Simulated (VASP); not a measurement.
# ZrC (P6_3/mmc) in VASP: notebook

The runs below take ZrC through single point, relaxation of cell and atoms, with PBEsol.

Program: VASP 6.6.1. These are calculated values, not measurements. Logs are shortened: lines on timing, memory, paths and dates and some standing lists are left out, and cuts for length are marked.

### 1 The cell of the first run

It takes space group P6_3/mmc (No. 194, hexagonal). Conventional cell: a = 3.352 Å, b = 3.352 Å, c = 5.221 Å, α = 90.00°, β = 90.00°, γ = 120.00°. Zr (site symmetry -6m2) has 6 C at 2.33 Å within 3.1 Å. Within 3.1 Å of C (site symmetry -3m) lie 6 Zr at 2.33 Å and 2 C at 2.61 Å.

### 2 Single point, PBEsol

File INCAR:

```
SYSTEM = ZrC
PREC = Accurate
ENCUT = 520
EDIFF = 1E-7
ISMEAR = -1
SIGMA = 0.05
LREAL = .False.
LASPH = .True.
NELM = 100
ALGO = Normal
ISIF = 2
LWAVE = .False.
LCHARG = .False.
GGA = PS
NBANDS = 24
```

File KPOINTS:

```
regular mesh
0
Gamma
  15 15 8
  0 0 0
```

File POSCAR:

```
ZrC
1.0
    3.3521348685      0.0000000029      0.0000000000
   -1.6760674367      2.9030339516      0.0000000000
    0.0000000000      0.0000000000      5.2211466752
Zr C
2 2
Direct
    0.3333333333      0.6666666667      0.2500000000
    0.6666666667      0.3333333333      0.7500000000
    0.0000000000      0.0000000000      0.0000000000
    0.0000000000      0.0000000000      0.5000000000
```

Potentials or basis: VASP PAW PBE potentials, release 64 (Zr_sv, C).

Started as:

```sh
$ cat potpaw_PBE.64/Zr_sv/POTCAR potpaw_PBE.64/C/POTCAR > POTCAR
$ mpirun -np 1 vasp_std > vasp.out
```

OUTCAR:

```text
SYSTEM = ZrC
   PREC = Accurate
   ENCUT = 520
   EDIFF = 1E-7
   ISMEAR = -1
   LREAL = .False.
   LASPH = .True.
   NELM = 100
   ISIF = 2
   GGA = PS

 ion  position               nearest neighbor table
   1  0.333  0.667  0.250-   3 2.33   4 2.33   3 2.33   4 2.33   3 2.33   4 2.33   2 3.25   2 3.25
                             2 3.25   2 3.25   2 3.25   2 3.25
   2  0.667  0.333  0.750-   3 2.33   4 2.33   3 2.33   4 2.33   3 2.33   4 2.33   1 3.25   1 3.25
                             1 3.25   1 3.25   1 3.25   1 3.25
   3  0.000  0.000  0.000-   1 2.33   2 2.33   1 2.33   2 2.33   2 2.33   1 2.33
   4  0.000  0.000  0.500-   1 2.33   2 2.33   1 2.33   2 2.33   2 2.33   1 2.33

  LATTYP: Found a hexagonal cell.
 ALAT       =     3.3521348685
 C/A-ratio  =     1.5575586544

  Lattice vectors:

 A1 = (   3.3521348685,   0.0000000029,   0.0000000000)
 A2 = (  -1.6760674367,   2.9030339516,   0.0000000000)
 A3 = (   0.0000000000,   0.0000000000,   5.2211466752)

Analysis of symmetry for initial positions (statically):
=====================================================================
 Subroutine PRICEL returns:
 Original cell was already a primitive cell.

 Routine SETGRP: Setting up the symmetry group for a
 hexagonal supercell.

 Subroutine GETGRP returns: Found 24 space group operations
 (whereof 12 operations were pure point group operations)
 out of a pool of 24 trial point group operations.

The static configuration has the point symmetry D_3d.
 The point group associated with its full space group is D_6h.

Analysis of symmetry for dynamics (positions and initial velocities):
=====================================================================
 Subroutine PRICEL returns:
 Original cell was already a primitive cell.

 Routine SETGRP: Setting up the symmetry group for a
 hexagonal supercell.

 Subroutine GETGRP returns: Found 24 space group operations
 (whereof 12 operations were pure point group operations)
 out of a pool of 24 trial point group operations.

The dynamic configuration has the point symmetry D_3d.
 The point group associated with its full space group is D_6h.

 Subroutine INISYM returns: Found 24 space group operations
 (whereof 12 operations are pure point group operations),
 and found     1 'primitive' translations

----------------------------------------------------------------------------------------

                                     Primitive cell

  volume of cell :      50.8089

  direct lattice vectors                    reciprocal lattice vectors
     3.352134868  0.000000003  0.000000000     0.298317353  0.172233604  0.000000000
    -1.676067437  2.903033952  0.000000000    -0.000000000  0.344467208  0.000000000
     0.000000000  0.000000000  5.221146675     0.000000000  0.000000000  0.191528808

  length of vectors
     3.352134868  3.352134868  5.221146675     0.344467208  0.344467208  0.191528808

  position of ions in fractional coordinates (direct lattice)
     0.333333333  0.666666667  0.250000000
     0.666666667  0.333333333  0.750000000
     0.000000000  0.000000000  0.000000000
     0.000000000  0.000000000  0.500000000

  ion indices of the primitive-cell ions
   primitive index   ion index
                 1           1
                 2           2
                 3           3
                 4           4

----------------------------------------------------------------------------------------

 KPOINTS: regular mesh

Automatic generation of k-mesh.
 Grid dimensions read from file:
 generate k-points for:   15   15    8

 Generating k-lattice:

  Cartesian coordinates                     Fractional coordinates (reciprocal lattice)
     0.019887824  0.011482240  0.000000000     0.066666667  0.000000000  0.000000000
    -0.000000000  0.022964481  0.000000000     0.000000000  0.066666667  0.000000000
     0.000000000  0.000000000  0.023941101     0.000000000  0.000000000  0.125000000

  Length of vectors
     0.022964481  0.022964481  0.023941101

  Shift w.r.t. Gamma in fractional coordinates (k-lattice)
     0.000000000  0.000000000  0.000000000

 Subroutine IBZKPT returns following result:
 ===========================================

 Found    135 irreducible k-points:

 Following reciprocal coordinates:
            Coordinates               Weight
  0.000000  0.000000  0.000000      1.000000
  0.066667  0.000000  0.000000      6.000000
  0.133333  0.000000  0.000000      6.000000
  0.200000  0.000000  0.000000      6.000000
  0.266667  0.000000  0.000000      6.000000
  0.333333 -0.000000  0.000000      6.000000
[... 16 lines left out ...]
  0.333333  0.200000  0.000000     12.000000
  0.400000  0.200000  0.000000      6.000000
 [... further k-points ...]
   k-points           NKPTS =    135   k-points in BZ     NKDIM =    135   number of bands    NBANDS=     24
   number of dos      NEDOS =    301   number of ions     NIONS =      4
   total plane-waves  NPLWV =  31360
   dimension x,y,z NGX =    28 NGY =   28 NGZ =   40
   dimension x,y,z NGXF=    56 NGYF=   56 NGZF=   80
   ions per type =               2   2
   NGX,Y,Z   is equivalent  to a cutoff of  13.89, 13.89, 12.74 a.u.
   NGXF,Y,Z  is equivalent  to a cutoff of  27.77, 27.77, 25.47 a.u.
 SYSTEM =  ZrC
   PREC   = accura    normal or accurate (medium, high low for compatibility)
   ISTART =      0    job   : 0-new  1-cont  2-samecut
   ICHARG =      2    charge: 1-file 2-atom 10-const
   ISPIN  =      1    spin polarized calculation?
   LNONCOLLINEAR =      F non collinear calculations
   LSORBIT =      F    spin-orbit coupling
   LASPH  =      T    aspherical Exc in radial PAW
   ENCUT  =  520.0 eV  38.22 Ry    6.18 a.u.   6.23  6.23  9.71*2*pi/ulx,y,z
   NELM   =    100;   NELMIN=  2; NELMDL= -5     # of ELM steps
   EDIFF  = 0.1E-06   stopping-criterion for ELM
   LREAL  =      F    real-space projection
   EDIFFG = 0.1E-05   stopping-criterion for IOM
   NSW    =      0    number of steps for IOM
   IBRION =     -1    ionic relax: 0-MD 1-quasi-New 2-CG
   NFREE  =      0    steps in history (QN), initial steepest desc. (CG)
   ISIF   =      2    stress and relaxation
   ISYM   =      2    0-nonsym 1-usesym 2-fastsym
   POTIM  = 0.5000    time-step for ionic-motion
   TEBEG  =    0.0;   TEEND  =   0.0 temperature during run
   PSTRESS=    0.0 pullay stress
   NELECT =      32.0000    total number of electrons
   NUPDOWN=      -1.0000    fix difference up-down
   EMIN   =  10.00;   EMAX   =-10.00  energy-range for DOS
   EFERMI =   0.00;   METHOD = LEGACY
   ISMEAR =    -1;   SIGMA  =   0.05  broadening in eV -4-tet -1-fermi 0-gaus
   EFERMI_NEDOS =   21; number of points for ismear=-14 and -15
   IALGO  =     38    algorithm
   IMIX   =      4    mixing-type and parameters
     AMIX     =   0.40;   BMIX     =  1.00
     AMIX_MAG =   1.60;   BMIX_MAG =  1.00
  volume/ion in A,a.u.               =      12.70        85.72
  Fermi-wavevector in a.u.,A,eV,Ry     =   1.403282  2.651819 26.792602  1.969201
  Thomas-Fermi vector in A             =   2.525960
   LORBIT       =      0    0 simple, 1 ext, 2 COOP (PROOUT), +10 PAW based schemes
   GGA     = PS    functional components
   LHFCALC =     F    Hartree Fock is set to
   AEXX    =    0.0000 exact exchange contribution
   IVDW    =     0    specifies the selected vdW correction
   LEPSILON=     F    determine dielectric tensor
   LRPA    =     F    only Hartree local field effects (RPA)
 non-spin polarized calculation
  energy-cutoff  :      520.00
  volume of cell :       50.81
 maximum number of plane-waves:      1387
 NGX is ok and might be reduce to    28
   NGX = 13   NGY = 13   NGZ = 19

 number of electron      32.0000000 magnetization

 Free energy of the ion-electron system (eV)
  ---------------------------------------------------
  ext. energy  EPLUGINS =         0.00000000
  ---------------------------------------------------
  free energy    TOTEN  =       -40.51420771 eV

  energy without entropy =      -40.51028087  energy(sigma->0) =      -40.51224429

 E-fermi :  10.1907     XC(G=0): -12.3857

 val. band max:       10.1580396225   @ k =   0.1333   0.0000   0.0000
 cond. band min:      10.2315995204   @ k =   0.2000   0.2000   0.3750
 fundamental gap:      0.0735598978
 Fermi energy:        10.1907453361

 k-point     1 :       0.0000    0.0000    0.0000
  band No.  band energies     occupation
      1     -38.0578      2.00000
      2     -37.9220      2.00000
      3     -16.7402      2.00000
      4     -15.9307      2.00000
      5     -15.9307      2.00000
      6     -15.8197      2.00000
[... 16 lines left out ...]
     23      14.6177      0.00000
     24      17.7824      0.00000

 k-point     2 :       0.0667    0.0000    0.0000
  band No.  band energies     occupation
      1     -38.0537      2.00000
      2     -37.9206      2.00000
      3     -16.7256      2.00000
      4     -15.9611      2.00000
      5     -15.9428      2.00000
      6     -15.8479      2.00000
[... 16 lines left out ...]
     23      14.8414      0.00000
     24      17.6048      0.00000

 k-point     3 :       0.1333    0.0000    0.0000
  band No.  band energies     occupation
      1     -38.0421      2.00000
      2     -37.9166      2.00000
      3     -16.6830      2.00000
      4     -16.0480      2.00000
      5     -15.9742      2.00000
      6     -15.9247      2.00000
[... 16 lines left out ...]
     23      15.4322      0.00000
     24      16.9860      0.00000
[... 514 lines left out ...]
 k-point    23 :       0.3333    0.2000    0.0000
  band No.  band energies     occupation
      1     -37.9415      2.00000
      2     -37.9048      2.00000
      3     -16.5662      2.00000
      4     -16.3393      2.00000
      5     -16.2481      2.00000
      6     -16.2044      2.00000
[... 16 lines left out ...]
     23      16.5872      0.00000
     24      16.7507      0.00000

 k-point    24 :       0.4000    0.2000    0.0000
  band No.  band energies     occupation
      1     -37.9347      2.00000
      2     -37.9070      2.00000
      3     -16.5875      2.00000
      4     -16.3251      2.00000
      5     -16.2423      2.00000
      6     -16.2097      2.00000
[... 16 lines left out ...]
     23      16.6855      0.00000
     24      16.8892      0.00000

 [... further k-points ...]
[... 5 lines left out ...]
  --------------------------------------------------------------------------------------
  -------------------------------------------------------------------------------------
  Total        0.1230633      0.1230633      0.1133150      0.0000000      0.0000000      0.0000000
  in kB        3.8806074      3.8806074      3.5732084      0.0000000      0.0000000      0.0000000
  external PRESSURE =       3.7781411 kB  Pullay stress =       0.0000000 kB

 VOLUME and BASIS-vectors are now :
 -----------------------------------------------------------------------------
  energy-cutoff  :      520.00
  volume of cell :       50.81
      direct lattice vectors                 reciprocal lattice vectors
     3.352134868  0.000000003  0.000000000     0.298317353  0.172233604  0.000000000
    -1.676067437  2.903033952  0.000000000    -0.000000000  0.344467208  0.000000000
     0.000000000  0.000000000  5.221146675     0.000000000  0.000000000  0.191528808

 POSITION                                       TOTAL-FORCE (eV/Angst)
 -----------------------------------------------------------------------------------
     -0.00000      1.93536      1.30529         0.000000      0.000000      0.000000
      1.67607      0.96768      3.91586        -0.000000     -0.000000      0.000000
      0.00000      0.00000      0.00000         0.000000      0.000000      0.000000
      0.00000      0.00000      2.61057         0.000000      0.000000      0.000000
 -----------------------------------------------------------------------------------
    total drift:                               -0.000000      0.000000     -0.000000

  FREE ENERGIE OF THE ION-ELECTRON SYSTEM (eV)
  ---------------------------------------------------
  free  energy   TOTEN  =       -40.5142077149 eV

  energy  without entropy=      -40.5102808659  energy(sigma->0) =      -40.51224429
```

It took 5.9 min on 1 thread of AMD EPYC 7R13, shared host; peak memory 0.24 GiB.

Results:

- Free energy: -40.5142 eV
- Pressure: 0.4 GPa
- Band gap on the k mesh: zero (band 16 reaches 10.99 eV, above the bottom of band 17 at 9.65 eV)

Caveat: the PAW data sets were made with another functional, which shifts forces and pressure a little.

### 3 Relaxation of cell and atoms, PBEsol

This run uses another cell than the first one, of 13.17 Å³/atom, 1.037 times its volume.

File INCAR:

```
SYSTEM = ZrC
PREC = Accurate
ENCUT = 600
EDIFF = 1E-7
ISMEAR = -1
SIGMA = 0.05
LREAL = .FALSE.
LASPH = .TRUE.
NELM = 80
ALGO = Normal
ISIF = 3
LWAVE = .FALSE.
LCHARG = .FALSE.
GGA = PS
IBRION = 2
NSW = 80
EDIFFG = -0.02
```

File KPOINTS:

```
regular mesh
0
G
  15 15 8
  0 0 0
```

File POSCAR:

```
ZrC
1.0
    3.3914762700      0.0000000000      0.0000000000
   -1.6957381400      2.9371046100      0.0000000000
    0.0000000000      0.0000000000      5.2900530000
Zr C
2 2
Direct
    0.3333333333      0.6666666667      0.2500000000
    0.6666666667      0.3333333333      0.7500000000
    0.0000000000      0.0000000000      0.0000000000
    0.0000000000      0.0000000000      0.5000000000
```

Potentials or basis: VASP PAW PBE potentials, release 64 (Zr_sv, C).

Started as:

```sh
$ cat potpaw_PBE.64/Zr_sv/POTCAR potpaw_PBE.64/C/POTCAR > POTCAR
$ mpirun -np 1 vasp_std > vasp.out
```

Wall time 16 min (1 thread of AMD EPYC 7R13, shared host); peak memory 0.27 GiB.

It converged, with:

- Free energy: -40.5177 eV
- Relaxed volume: 12.72 Å³/atom
- Relaxed cell: a = 3.352 Å, b = 3.352 Å, c = 5.228 Å, α = 90.00°, β = 90.00°, γ = 120.00°
- Space group after relaxing (to 0.05 Å): P6_3/mmc (No. 194)
- Energy gained by relaxing: 11.2 meV/atom
- Ionic steps: 4
- Pressure after relaxing: 0.0 GPa
- Band gap on the k mesh: zero (band 16 reaches 10.96 eV, above the bottom of band 17 at 9.64 eV)

Stress tensor (GPa, compression positive):
```
 0.13  0.00  0.00
 0.00  0.13  0.00
 0.00  0.00 -0.18
```

Step by step:
```tsv
step	energy change (eV)	largest force (eV/Å)	pressure (GPa)	volume (Å³)
1	0.0000	0.0000	-7.63	52.69
2	0.0813	0.0000	15.00	48.05
3	-0.0447	0.0000	-0.13	50.91
4	-0.0447	0.0000	0.03	50.87
```

Final structure:
```cif
data_structure
_symmetry_space_group_name_H-M 'P 1'
_symmetry_Int_Tables_number 1
_cell_length_a 3.3519
_cell_length_b 3.3519
_cell_length_c 5.2283
_cell_angle_alpha 90.000
_cell_angle_beta 90.000
_cell_angle_gamma 120.000
_cell_volume 50.87
loop_
_atom_site_label
_atom_site_type_symbol
_atom_site_fract_x
_atom_site_fract_y
_atom_site_fract_z
_atom_site_occupancy
Zr1 Zr 0.33333 0.66667 0.25000 1
Zr2 Zr 0.66667 0.33333 0.75000 1
C1 C 0.00000 0.00000 0.00000 1
C2 C 0.00000 0.00000 0.50000 1
```

Levels at points of the mesh, in eV from the Fermi level:
| k point | band 14 | band 15 | band 16 | band 17 | band 18 | band 19 |
| --- | --- | --- | --- | --- | --- | --- |
| (0.00, 0.00, 0.00) | -1.28 | -1.28 | 0.79 | 1.11 | 1.11 | 1.54 |
| (0.00, 0.00, 0.50) | -2.66 | -2.66 | -2.66 | 3.38 | 3.38 | 3.38 |

Caveat: the PAW data sets were made with another functional, which shifts forces and pressure a little.
